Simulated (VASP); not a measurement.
Set up this calculation in VASP 6.6.1, as the native input.

```yaml
Task: single point
Functional: PBE
Potentials_or_basis: VASP PAW PBE potentials, release 64 (Ti_sv)
Cutoff: 520 eV
k_mesh: 14 × 14 × 4
Occupations: fermi-dirac, width 0.05 eV
Spin: collinear spin, ferromagnetic start
Starting_moments: "[1.0, 1.0, 1.0, 1.0] μB"
Dipole_correction: no
Further_INCAR_settings: ALGO = Normal; EDIFF = 1e-06; NBANDS = 36
```

The structure of Ti lies in POSCAR:

```
Ti
1.0
    3.0483175799      0.0000000000      0.0000000000
   -1.5241587899      2.6399204631      0.0000000000
    0.0000000000      0.0000000000      9.7313829733
Ti
4
Direct
    1.0000000000      1.0000000000      1.0000000000
    1.0000000000      1.0000000000      0.5000000000
    0.3333333333      0.6666666667      0.2500000000
    0.6666666667      0.3333333333      0.7500000000
```

This cell differs from its parent crystal: volume scaled by 1.12.

The input as run:

INCAR

```
  PREC = Accurate
  ENCUT = 520
  EDIFF = 1E-6
  ISMEAR = -1
  SIGMA = 0.05
  LREAL = F
  LASPH = T
  NELM = 150
  ALGO = Normal
  ISIF = 2
  LWAVE = F
  LCHARG = F
  ISPIN = 2
  MAGMOM = 1 1 1 1
  LORBIT = 11
  LMAXMIX = 4
  GGA = PE
  NBANDS = 36
```

KPOINTS

```
regular mesh
0
Gamma
  14 14 4
```

Potentials or basis: VASP PAW PBE potentials, release 64 (Ti_sv).

The run is started by

```sh
$ cat potpaw_PBE.64/Ti_sv/POTCAR > POTCAR
$ mpirun -np 1 vasp_std > vasp.out
```

It gave:

```
Pressure                                              : -10.3 GPa
Band gap on the k mesh                                : zero (filled and empty bands overlap)
Net moment                                            : 0.00 μB per cell
Valence electrons inside the program's atomic spheres : Ti 10.12, 10.13
```

Run time: 7.1 min on 1 thread of Intel(R) Xeon(R) Platinum 8488C (Sapphire Rapids), on a shared host, peak memory 0.4 GiB.
